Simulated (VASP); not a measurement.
Set up this calculation in VASP 6.6.1, as the native input.

```
Task                   : single point
Functional             : PBE
Potentials or basis    : VASP PAW PBE potentials, release 64 (Si, N)
Cutoff                 : 600 eV
k mesh                 : 1 × 1 × 2, shifted
Occupations            : fermi-dirac, width 0.01 eV
Spin                   : no spin polarisation
Dipole correction      : no
Further INCAR settings : ALGO = Normal; EDIFF = 1e-06; NBANDS = 45; ISYM = 0
```

The structure of Si3N4 (Si3N4 (P6_3/m)) lies in POSCAR:

```
Si3N4
1.0
    7.6633883300      0.0000000000      0.0000000000
   -3.8316941700      6.6366889800      0.0000000000
    0.0000000000      0.0000000000      2.9261390000
Si N
6 8
Direct
    0.2310993400      0.8249884700      0.7500000000
    0.4061108600      0.2310993400      0.2500000000
    0.8249884700      0.5938891400      0.2500000000
    0.1750115300      0.4061108600      0.7500000000
    0.5938891400      0.7689006600      0.7500000000
    0.7689006600      0.1750115300      0.2500000000
    0.3333333300      0.6666666700      0.7500000000
    0.6666666700      0.3333333300      0.2500000000
    0.9691753800      0.6699950300      0.7500000000
    0.2991803500      0.9691753800      0.2500000000
    0.6699950300      0.7008196500      0.2500000000
    0.3300049700      0.2991803500      0.7500000000
    0.0308246200      0.3300049700      0.2500000000
    0.7008196500      0.0308246200      0.7500000000
```

These files were run (other wordings do the same):

INCAR

```
PREC = Accurate ; ENCUT = 600
EDIFF = 1E-6 ; ISMEAR = -1
SIGMA = 0.01 ; LREAL = False
LASPH = True ; NELM = 120
ALGO = Normal ; ISIF = 2
LWAVE = False ; LCHARG = False
GGA = PE ; ISYM = 0
NBANDS = 45 ; GGA_COMPAT = False
```

KPOINTS

```
Automatic mesh
0
Gamma
  1 1 2
  0.25 0.25 0.25
```

Potentials or basis: VASP PAW PBE potentials, release 64 (Si, N).

Run with:

```console
$ cat potpaw_PBE.64/Si/POTCAR potpaw_PBE.64/N/POTCAR > POTCAR
$ mpirun -np 1 vasp_std > vasp.out
```

It gave:

- Pressure: -0.2 GPa
- Largest force: 0.032 eV/Å
- Band gap on the k mesh: 5.33 eV, indirect (least direct gap 5.61 eV)

Caveat: the k points lie up to 1.07 Å⁻¹ apart.

It took 70 s on 1 thread of Intel(R) Xeon(R) 6975P-C (Granite Rapids), with other jobs on the host, peak memory 0.3 GiB.
